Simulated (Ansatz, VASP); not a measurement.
**InPd: VASP beside Ansatz**

INCAR

```
PREC     = Accurate       # precision mode
ENCUT    = 520            # plane-wave cutoff, eV
EDIFF    = 1E-6           # SCF threshold, eV
ISMEAR   = 0              # smearing method
SIGMA    = 0.15           # smearing width, eV
LREAL    = F              # projectors in reciprocal space
LASPH    = T              # aspherical terms in the spheres
NELM     = 60             # most SCF steps
ALGO     = Fast           # electronic algorithm
ISIF     = 2              # what is computed and relaxed
LWAVE    = F              # write WAVECAR
LCHARG   = F              # write CHGCAR
GGA      = PS             # functional
NBANDS   = 18             # bands
```

KPOINTS

```
Automatic mesh
0
Gamma
  14 14 14
```

Contents of POSCAR:

```
InPd
1.0
    3.2466286217      0.0000000000      0.0000000000
    0.0000000000      3.2466286217      0.0000000000
    0.0000000000      0.0000000000      3.2466286217
In Pd
1 1
Direct
   -0.0049674089      0.0000000000      0.0000000000
    0.5053594057      0.5000000000      0.5000000000
```

Input for Ansatz:

```yaml
crystal:
  lattice:
    - [3.2466286217, 0.0, 0.0]
    - [0.0, 3.2466286217, 0.0]
    - [0.0, 0.0, 3.2466286217]
  atoms:
    - { symbol: In, position: [-0.0049674089, 0.0, 0.0] }
    - { symbol: Pd, position: [0.5053594057, 0.5, 0.5] }
basis:
  ecutwfc: 420
kpoints:
  mp_grid: { grid: [14, 14, 14] }
hamiltonian:
  xc: pbesol
scf:
  occupations: { method: gaussian, width: 0.15 }
output:
  forces: true
  stress: true
  eigenvalues: true
```

Change from the starting cell: mode 4 frozen in at -0.017 Å, strain +e along z and -e/2 along x and y +0.0000.

Alike in both runs: task single point; functional PBEsol; k mesh 14 × 14 × 14; occupations gaussian, width 0.15 eV; no spin polarisation.

|  | VASP | Ansatz |
| --- | --- | --- |
| version | VASP 6.6.1 | Ansatz 0.2.0 |
| potentials or method | VASP PAW PBE potentials, release 64 (In_d, Pd), cutoff 520 eV | scalar-relativistic, plane waves, PAW |
| valence electrons in the cell | 23 | 31 |

|  | VASP | Ansatz | Ansatz less VASP |
| --- | --- | --- | --- |
| gap on the k mesh at the Fermi level (eV) | none | none | - |
| pressure (GPa) | 0.2 | 0.1 | -0.11 |
| rms of the force components (eV/Å) | 0.084 | 0.083 | -0.0013 |

VASP's potentials were made for PBE, not for PBEsol. Atom by atom the forces differ by 0.001 eV/Å (rms over components). A gap of «none» marks a metal or a gap that the smearing closes. VASP's potentials hold 23 valence electrons a cell and Ansatz's 31, so a difference there can come from the potentials and not from the codes.
